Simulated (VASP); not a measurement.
# HgTe (R-3m) in VASP: notebook, part 2 of 4

VASP 6.6.1. Earlier steps stand in the parts before.

**3. Electric field gradients, PBE (equal xy, yz and zx shear strains of -3 %)**

Contents of INCAR:

```
PREC     = Accurate       # precision mode
ENCUT    = 520            # plane-wave cutoff, eV
EDIFF    = 1E-8           # SCF threshold, eV
ISMEAR   = -1             # smearing method
SIGMA    = 0.08           # smearing width, eV
LREAL    = F              # projectors in reciprocal space
LASPH    = T              # aspherical terms in the spheres
NELM     = 80             # most SCF steps
ALGO     = Normal         # electronic algorithm
ISIF     = 2              # what is computed and relaxed
LWAVE    = F              # write WAVECAR
LCHARG   = F              # write CHGCAR
GGA      = PE             # functional
LEFG     = T            
NBANDS   = 16             # bands
```

Contents of KPOINTS:

```
regular mesh
0
Gamma
  10 10 10
```

Contents of POSCAR:

```
HgTe
1.0
   -0.0876450000      2.8776775000      2.8776775000
    2.8776775000     -0.0876450000      2.8776775000
    2.8776775000      2.8776775000     -0.0876450000
Hg Te
1 1
Direct
    0.0000000000      0.0000000000      0.0000000000
    0.5000000000      0.5000000000      0.5000000000
```

Potentials or basis: VASP PAW PBE potentials, release 64 (Hg, Te).

On the command line:

```sh
$ cat potpaw_PBE.64/Hg/POTCAR potpaw_PBE.64/Te/POTCAR > POTCAR
$ mpirun -np 1 vasp_std > vasp.out
```

OUTCAR:

```text
PREC = Accurate
   ENCUT = 520
   EDIFF = 1E-8
   ISMEAR = -1
   LREAL = F
   LASPH = T
   NELM = 80
   ISIF = 2
   GGA = PE

 ion  position               nearest neighbor table
   1  0.000  0.000  0.000-   2 2.92   2 2.92   2 2.92   2 2.92   2 2.92   2 2.92
   2  0.500  0.500  0.500-   1 2.92   1 2.92   1 2.92   1 2.92   1 2.92   1 2.92

  LATTYP: Found a trigonal (rhomboedric) cell.
 ALAT       =     4.0705942114
 COS(alpha) =     0.4693254694

  Lattice vectors:

 A1 = (  -0.0876450000,   2.8776775000,   2.8776775000)
 A2 = (   2.8776775000,  -0.0876450000,   2.8776775000)
 A3 = (   2.8776775000,   2.8776775000,  -0.0876450000)

Analysis of symmetry for initial positions (statically):
=====================================================================
 Subroutine PRICEL returns:
 Original cell was already a primitive cell.

 Routine SETGRP: Setting up the symmetry group for a
 trigonal (rhombohedral) supercell.
[... 644 lines left out ...]
  volume of cell :       49.84
      direct lattice vectors                 reciprocal lattice vectors
    -0.087645000  2.877677500  2.877677500    -0.166008264  0.171223184  0.171223184
     2.877677500 -0.087645000  2.877677500     0.171223184 -0.166008264  0.171223184
     2.877677500  2.877677500 -0.087645000     0.171223184  0.171223184 -0.166008264

 POSITION                                       TOTAL-FORCE (eV/Angst)
 -----------------------------------------------------------------------------------
      0.00000      0.00000      0.00000         0.000000     -0.000000     -0.000000
      2.83385      2.83385      2.83385        -0.000000      0.000000      0.000000
 -----------------------------------------------------------------------------------
    total drift:                               -0.000000      0.000000      0.000000

  FREE ENERGIE OF THE ION-ELECTRON SYSTEM (eV)
  ---------------------------------------------------
  free  energy   TOTEN  =        -3.1279718416 eV

  energy  without entropy=       -3.1148062745  energy(sigma->0) =       -3.12138906

 Electric field gradients (V/A^2)
---------------------------------------------------------------------
 ion       V_xx      V_yy      V_zz      V_xy      V_xz      V_yz
---------------------------------------------------------------------
   1       0.000    -0.000    -0.000    11.738    11.738    11.738
   2       0.000    -0.000    -0.000   -14.521   -14.521   -14.521
---------------------------------------------------------------------

 Electric field gradients after diagonalization (V/A^2)
 (convention: |V_zz| > |V_xx| > |V_yy|)
----------------------------------------------------------------------
 ion       V_xx      V_yy      V_zz     asymmetry (V_yy - V_xx)/ V_zz
----------------------------------------------------------------------
   1     -11.738   -11.738    23.476       0.000
   2      14.521    14.521   -29.043       0.000
----------------------------------------------------------------------

           NMR quadrupolar parameters

 Cq : quadrupolar parameter    Cq=e*Q*V_zz/h
 eta: asymmetry parameters     (V_yy - V_xx)/ V_zz
 Q  : nuclear electric quadrupole moment in mb (millibarn)
----------------------------------------------------------------------
 ion       Cq(MHz)       eta       Q (mb)
----------------------------------------------------------------------
   1       0.057       0.000       1.000
   2      -0.070       0.000       1.000
----------------------------------------------------------------------
```

OSZICAR:

```text
N       E                     dE             d eps       ncg     rms          rms(c)
DAV:   1     0.106045654376E+03    0.10605E+03   -0.84700E+03  3768   0.101E+03
DAV:   2    -0.147624121274E+00   -0.10619E+03   -0.99081E+02  4392   0.236E+02
DAV:   3    -0.332611445544E+01   -0.31785E+01   -0.31706E+01  4528   0.421E+01
DAV:   4    -0.334665305629E+01   -0.20539E-01   -0.20537E-01  4664   0.329E+00
DAV:   5    -0.334698786840E+01   -0.33481E-03   -0.33481E-03  4696   0.385E-01    0.998E+00
DAV:   6    -0.313544443649E+01    0.21154E+00   -0.41730E-01  4560   0.894E+00    0.745E+00
DAV:   7    -0.312898511058E+01    0.64593E-02   -0.82025E-02  4544   0.204E+00    0.231E+00
DAV:   8    -0.312800227011E+01    0.98284E-03   -0.87913E-03  4208   0.111E+00    0.567E-01
DAV:   9    -0.312795525050E+01    0.47020E-04   -0.51024E-04  4784   0.255E-01    0.979E-02
DAV:  10    -0.312796750127E+01   -0.12251E-04   -0.48280E-05  4696   0.600E-02    0.381E-02
DAV:  11    -0.312797280110E+01   -0.52998E-05   -0.11205E-05  4680   0.275E-02    0.288E-02
DAV:  12    -0.312797197870E+01    0.82240E-06   -0.16640E-06  4064   0.111E-02    0.112E-02
DAV:  13    -0.312797195958E+01    0.19115E-07   -0.15065E-07  4856   0.224E-03    0.797E-03
DAV:  14    -0.312797189620E+01    0.63379E-07   -0.51266E-08  4352   0.254E-03    0.167E-03
DAV:  15    -0.312797183974E+01    0.56461E-07   -0.11384E-08  3312   0.739E-04    0.619E-04
DAV:  16    -0.312797184159E+01   -0.18447E-08   -0.69179E-10  2176   0.175E-04
   1 F= -.31279718E+01 E0= -.31213891E+01  d E =-.131656E-01
```

stdout:

```text
POSCAR found type information on POSCAR HgTe
 POSCAR found :  2 types and       2 ions
 scaLAPACK will be used
 LDA part: xc-table for (Slater+PW92), standard interpolation
 POSCAR, INCAR and KPOINTS ok, starting setup
 FFT: planning ... GRIDC
 FFT: planning ... GRID_SOFT
 FFT: planning ... GRID
 WAVECAR not read
 entering main loop
ion   1

ion   2
```

Run time: 44 s. Hardware: 1 thread of AMD EPYC 9R45 (Zen 5), shared host; peak memory 0.21 GiB.

What came out:

| Property | Result |
| --- | --- |
| Free energy | -3.1280 eV |
| Pressure | 10.6 GPa |
| Band gap on the k mesh | zero (bands 9 and 10 overlap by 3.10 eV) |
| Largest electric field gradient by atom | Hg +23.5; Te -29.0 V/Å² |

Levels at points of the mesh, in eV from the Fermi level:
| k point | band 6 | band 7 | band 8 | band 9 | band 10 | band 11 | band 12 | band 13 |
| --- | --- | --- | --- | --- | --- | --- | --- | --- |
| (0.00, 0.00, 0.00) | -7.15 | -1.05 | -1.05 | -0.62 | -0.38 | 7.51 | 7.51 | 7.83 |
| (0.50, 0.00, 0.00) | -6.94 | -6.11 | 0.45 | 0.47 | 2.55 | 3.69 | 4.08 | 4.47 |
| (0.50, 0.50, 0.00) | -6.00 | -5.18 | -3.00 | -2.93 | -2.62 | 4.67 | 9.68 | 9.85 |
| (0.50, 0.50, 0.50) | -6.93 | -5.90 | 0.30 | 0.30 | 2.18 | 3.47 | 3.47 | 4.00 |

Electric field gradients, principal values (V/Å²):
| atom | least | middle | greatest (by size) |
| --- | --- | --- | --- |
| 1 Hg | -11.738 | -11.738 | 23.476 |
| 2 Te | 14.521 | 14.521 | -29.043 |

Caveat: the cell differs from its parent crystal (equal xy, yz and zx shear strains of -3 %); the cell stands under pressure; without QUAD_EFG the Cq values of the log hold for a quadrupole moment of 1 mb, not for the nuclei; spin-orbit coupling is left out, which moves the levels of the heavy elements.

**4. Electric field gradients, PBE (equal xy, yz and zx shear strains of -1 %)**

Contents of INCAR:

```
ALGO = Normal
EDIFF = 1E-8
ENCUT = 520
GGA = PE
ISIF = 2
ISMEAR = -1
LASPH = True
LCHARG = False
LEFG = True
LREAL = False
LWAVE = False
NBANDS = 16
NELM = 80
PREC = Accurate
SIGMA = 0.08
```

Contents of KPOINTS:

```
k-points
0
Gamma
  10 10 10
```

Contents of POSCAR:

```
HgTe
1.0
   -0.0292150000      2.9068925000      2.9068925000
    2.9068925000     -0.0292150000      2.9068925000
    2.9068925000      2.9068925000     -0.0292150000
Hg Te
1 1
Direct
    0.0000000000      0.0000000000      0.0000000000
    0.5000000000      0.5000000000      0.5000000000
```

Potentials or basis: VASP PAW PBE potentials, release 64 (Hg, Te).

On the command line:

```sh
$ cat potpaw_PBE.64/Hg/POTCAR potpaw_PBE.64/Te/POTCAR > POTCAR
$ mpirun -np 1 vasp_std > vasp.out
```

OUTCAR:

```text
EDIFF = 1E-8
   ENCUT = 520
   GGA = PE
   ISIF = 2
   ISMEAR = -1
   LASPH = True
   LREAL = False
   NELM = 80
   PREC = Accurate

 ion  position               nearest neighbor table
   1  0.000  0.000  0.000-   2 2.92   2 2.92   2 2.92   2 2.92   2 2.92   2 2.92
   2  0.500  0.500  0.500-   1 2.92   1 2.92   1 2.92   1 2.92   1 2.92   1 2.92

  LATTYP: Found a trigonal (rhomboedric) cell.
 ALAT       =     4.1110706062
 COS(alpha) =     0.4899250057

  Lattice vectors:

 A1 = (  -0.0292150000,   2.9068925000,   2.9068925000)
 A2 = (   2.9068925000,  -0.0292150000,   2.9068925000)
 A3 = (   2.9068925000,   2.9068925000,  -0.0292150000)

Analysis of symmetry for initial positions (statically):
=====================================================================
 Subroutine PRICEL returns:
 Original cell was already a primitive cell.

 Routine SETGRP: Setting up the symmetry group for a
 trigonal (rhombohedral) supercell.

 Subroutine GETGRP returns: Found 12 space group operations
 (whereof 12 operations were pure point group operations)
 out of a pool of 12 trial point group operations.

The static configuration has the point symmetry D_3d.

Analysis of symmetry for dynamics (positions and initial velocities):
=====================================================================
 Subroutine PRICEL returns:
 Original cell was already a primitive cell.

 Routine SETGRP: Setting up the symmetry group for a
 trigonal (rhombohedral) supercell.

 Subroutine GETGRP returns: Found 12 space group operations
 (whereof 12 operations were pure point group operations)
 out of a pool of 12 trial point group operations.

The dynamic configuration has the point symmetry D_3d.

 Subroutine INISYM returns: Found 12 space group operations
 (whereof 12 operations are pure point group operations),
 and found     1 'primitive' translations

----------------------------------------------------------------------------------------

                                     Primitive cell

  volume of cell :      49.8672

  direct lattice vectors                    reciprocal lattice vectors
    -0.029215000  2.906892500  2.906892500    -0.169433424  0.171153560  0.171153560
     2.906892500 -0.029215000  2.906892500     0.171153560 -0.169433424  0.171153560
     2.906892500  2.906892500 -0.029215000     0.171153560  0.171153560 -0.169433424

  length of vectors
     4.111070606  4.111070606  4.111070606     0.295456880  0.295456880  0.295456880

  position of ions in fractional coordinates (direct lattice)
     0.000000000  0.000000000  0.000000000
     0.500000000  0.500000000  0.500000000

  ion indices of the primitive-cell ions
   primitive index   ion index
                 1           1
                 2           2

----------------------------------------------------------------------------------------

 KPOINTS: k-points

Automatic generation of k-mesh.
 Grid dimensions read from file:
[... 66 lines left out ...]
   LREAL  =      F    real-space projection
   EDIFFG = 0.1E-06   stopping-criterion for IOM
   NSW    =      0    number of steps for IOM
   IBRION =     -1    ionic relax: 0-MD 1-quasi-New 2-CG
   NFREE  =      0    steps in history (QN), initial steepest desc. (CG)
   ISIF   =      2    stress and relaxation
   ISYM   =      2    0-nonsym 1-usesym 2-fastsym
   POTIM  = 0.5000    time-step for ionic-motion
   TEBEG  =    0.0;   TEEND  =   0.0 temperature during run
   PSTRESS=    0.0 pullay stress
   NELECT =      18.0000    total number of electrons
   NUPDOWN=      -1.0000    fix difference up-down
   EMIN   =  10.00;   EMAX   =-10.00  energy-range for DOS
   EFERMI =   0.00;   METHOD = LEGACY
   ISMEAR =    -1;   SIGMA  =   0.08  broadening in eV -4-tet -1-fermi 0-gaus
   EFERMI_NEDOS =   21; number of points for ismear=-14 and -15
   IALGO  =     38    algorithm
   IMIX   =      4    mixing-type and parameters
     AMIX     =   0.40;   BMIX     =  1.00
     AMIX_MAG =   1.60;   BMIX_MAG =  1.00
  volume/ion in A,a.u.               =      24.93       168.26
  Fermi-wavevector in a.u.,A,eV,Ry     =   1.165630  2.202721 18.486141  1.358693
  Thomas-Fermi vector in A             =   2.302153
   LORBIT       =      0    0 simple, 1 ext, 2 COOP (PROOUT), +10 PAW based schemes
   GGA     = PE    functional components
   LHFCALC =     F    Hartree Fock is set to
   AEXX    =    0.0000 exact exchange contribution
   IVDW    =     0    specifies the selected vdW correction
   LEPSILON=     F    determine dielectric tensor
   LRPA    =     F    only Hartree local field effects (RPA)
 non-spin polarized calculation
  energy-cutoff  :      520.00
  volume of cell :       49.87
 maximum number of plane-waves:      1360
   NGX = 15   NGY = 15   NGZ = 15

 number of electron      18.0000000 magnetization

 Free energy of the ion-electron system (eV)
  ---------------------------------------------------
  ext. energy  EPLUGINS =         0.00000000
  ---------------------------------------------------
  free energy    TOTEN  =        -3.13597501 eV

  energy without entropy =       -3.12330685  energy(sigma->0) =       -3.12964093

 E-fermi :   5.9417     XC(G=0): -10.5066

 val. band max:        5.8744400884   @ k =   0.3000   0.0000   0.0000
 cond. band min:       6.0188543192   @ k =   0.3000   0.2000   0.2000
 fundamental gap:      0.1444142309
 Fermi energy:         5.9416806363

 k-point     1 :       0.0000    0.0000    0.0000
  band No.  band energies     occupation
      1      -7.0896      2.00000
      2      -1.3073      2.00000
      3      -1.3073      2.00000
      4      -1.2494      2.00000
      5      -1.2494      2.00000
      6      -1.2311      2.00000
[... 433 lines left out ...]
      3      -1.4004      2.00000
      4      -1.2750      2.00000
      5      -0.9947      2.00000
      6      -0.9834      2.00000
[... 8 lines left out ...]
     15      18.3419      0.00000
     16      18.3792      0.00000

 [... further k-points ...]
[... 5 lines left out ...]
  --------------------------------------------------------------------------------------
  -------------------------------------------------------------------------------------
  Total        3.3003984      3.3003984      3.3003984      0.0501276      0.0501276      0.0501276
  in kB      106.0381050    106.0381050    106.0381050      1.6105443      1.6105443      1.6105443
  external PRESSURE =     106.0381050 kB  Pullay stress =       0.0000000 kB

 VOLUME and BASIS-vectors are now :
 -----------------------------------------------------------------------------
  energy-cutoff  :      520.00
  volume of cell :       49.87
      direct lattice vectors                 reciprocal lattice vectors
    -0.029215000  2.906892500  2.906892500    -0.169433424  0.171153560  0.171153560
     2.906892500 -0.029215000  2.906892500     0.171153560 -0.169433424  0.171153560
     2.906892500  2.906892500 -0.029215000     0.171153560  0.171153560 -0.169433424

 POSITION                                       TOTAL-FORCE (eV/Angst)
 -----------------------------------------------------------------------------------
      0.00000      0.00000      0.00000        -0.000000     -0.000000     -0.000000
      2.89229      2.89229      2.89229         0.000000      0.000000      0.000000
 -----------------------------------------------------------------------------------
    total drift:                                0.000000     -0.000000     -0.000000

  FREE ENERGIE OF THE ION-ELECTRON SYSTEM (eV)
  ---------------------------------------------------
  free  energy   TOTEN  =        -3.1359750075 eV

  energy  without entropy=       -3.1233068513  energy(sigma->0) =       -3.12964093

 Electric field gradients (V/A^2)
---------------------------------------------------------------------
 ion       V_xx      V_yy      V_zz      V_xy      V_xz      V_yz
---------------------------------------------------------------------
   1      -0.000     0.000     0.000     3.902     3.902     3.902
   2      -0.000     0.000     0.000    -4.943    -4.943    -4.943
---------------------------------------------------------------------

 Electric field gradients after diagonalization (V/A^2)
 (convention: |V_zz| > |V_xx| > |V_yy|)
----------------------------------------------------------------------
 ion       V_xx      V_yy      V_zz     asymmetry (V_yy - V_xx)/ V_zz
----------------------------------------------------------------------
   1      -3.902    -3.902     7.804       0.000
   2       4.943     4.943    -9.886       0.000
----------------------------------------------------------------------

           NMR quadrupolar parameters

 Cq : quadrupolar parameter    Cq=e*Q*V_zz/h
 eta: asymmetry parameters     (V_yy - V_xx)/ V_zz
 Q  : nuclear electric quadrupole moment in mb (millibarn)
----------------------------------------------------------------------
 ion       Cq(MHz)       eta       Q (mb)
----------------------------------------------------------------------
   1       0.019       0.000       1.000
   2      -0.024       0.000       1.000
----------------------------------------------------------------------
```

Wall time 46 s (1 thread of AMD EPYC 9R45 (Zen 5), shared host); peak memory 0.22 GiB.

What came out:

- Free energy: -3.1360 eV
- Pressure: 10.6 GPa
- Band gap on the k mesh: zero (bands 9 and 10 overlap by 3.20 eV)
- Largest electric field gradient by atom: Hg +7.8; Te -9.9 V/Å²

Electric field gradients, principal values (V/Å²):
```csv
atom,least,middle,greatest (by size)
1 Hg,-3.902,-3.902,7.804
2 Te,4.943,4.943,-9.886
```

Caveat: the cell differs from its parent crystal (equal xy, yz and zx shear strains of -1 %); the cell stands under pressure; without QUAD_EFG the Cq values of the log hold for a quadrupole moment of 1 mb, not for the nuclei; spin-orbit coupling is left out, which moves the levels of the heavy elements.

(Part 2 of 4 ends here.)
